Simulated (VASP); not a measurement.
Set up this calculation in VASP 6.6.1, as the native input.

| Property | Result |
| --- | --- |
| Task | single point |
| Functional | PBE |
| Potentials or basis | VASP PAW PBE potentials, release 64 (Ti_sv) |
| Cutoff | 520 eV |
| k mesh | 16 × 16 × 16 |
| Occupations | fermi-dirac, width 0.1 eV |
| Spin | no spin polarisation |
| Dipole correction | no |
| Further INCAR settings | ALGO = Normal; EDIFF = 1e-06; NBANDS = 19 |

The structure of Ti lies in POSCAR:

```
Ti
1.0
   -2.3736734404      2.3736734404      1.3528799479
    2.3736734404     -2.3736734404      1.3528799479
    2.3736734404      2.3736734404     -1.3528799479
Ti
2
Direct
   -0.3750000000     -0.1250000000     -0.2500000000
    0.3750000000      0.1250000000      0.2500000000
```

One way to write it, as run:

INCAR

```
SYSTEM = Ti
ALGO = Normal
EDIFF = 1E-6
ENCUT = 520
GGA = PE
ISIF = 2
ISMEAR = -1
LASPH = .True.
LCHARG = .False.
LREAL = .False.
LWAVE = .False.
NBANDS = 19
NELM = 80
PREC = Accurate
SIGMA = 0.1
```

KPOINTS

```
k-points
0
Gamma
  16 16 16
  0 0 0
```

Potentials or basis: VASP PAW PBE potentials, release 64 (Ti_sv).

Run with:

```console
$ cat potpaw_PBE.64/Ti_sv/POTCAR > POTCAR
$ mpirun -np 1 vasp_std > vasp.out
```

Results of the run:

- Pressure: 15.7 GPa
- Band gap on the k mesh: zero (band 12 reaches 9.83 eV, above the bottom of band 13 at 8.86 eV)

It took 3.2 min on 1 thread of Intel Xeon 6975P-C (shared host), peak memory 0.29 GiB.
